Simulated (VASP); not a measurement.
MgO (rock salt type): single point with PBE

MgO (rock salt type):

```
Mg O
1.0
     0.00000    2.14124    2.14124
     2.14124    0.00000    2.14124
     2.14124    2.14124    0.00000
Mg O
1 1
Direct
  0.00000 0.00000 0.00000
  0.50000 0.50000 0.50000
```

```
Program             : VASP 6.6.1
Task                : single point
Functional          : PBE
Potentials or basis : VASP PAW PBE potentials, release 64 (Mg, O)
Cutoff              : 520 eV
k mesh              : 44 × 44 × 44
Occupations         : fermi-dirac, width 0.0612256 eV
Spin                : no spin polarisation
```

```
Pressure               : -3.6 GPa
Band gap on the k mesh : 4.26 eV
```

Levels at points of the mesh, in eV from the valence-band top:
| k point | band 2 | band 3 | band 4 | band 5 | band 6 | band 7 |
| --- | --- | --- | --- | --- | --- | --- |
| (0.00, 0.00, 0.00) | 0.00 | 0.00 | 0.00 | 4.26 | 15.52 | 15.52 |
| (0.50, 0.00, 0.00) | -4.40 | -0.60 | -0.60 | 7.59 | 12.05 | 15.80 |
| (0.50, 0.50, 0.00) | -3.88 | -1.28 | -1.28 | 9.06 | 9.44 | 12.58 |

Wall time 8.4 min on 1 thread of Oxide Virtual Turin-like Processor (shared host), peak memory 0.55 GiB.

Caveat: the cell stands under tension. A k mesh can miss the band edges.
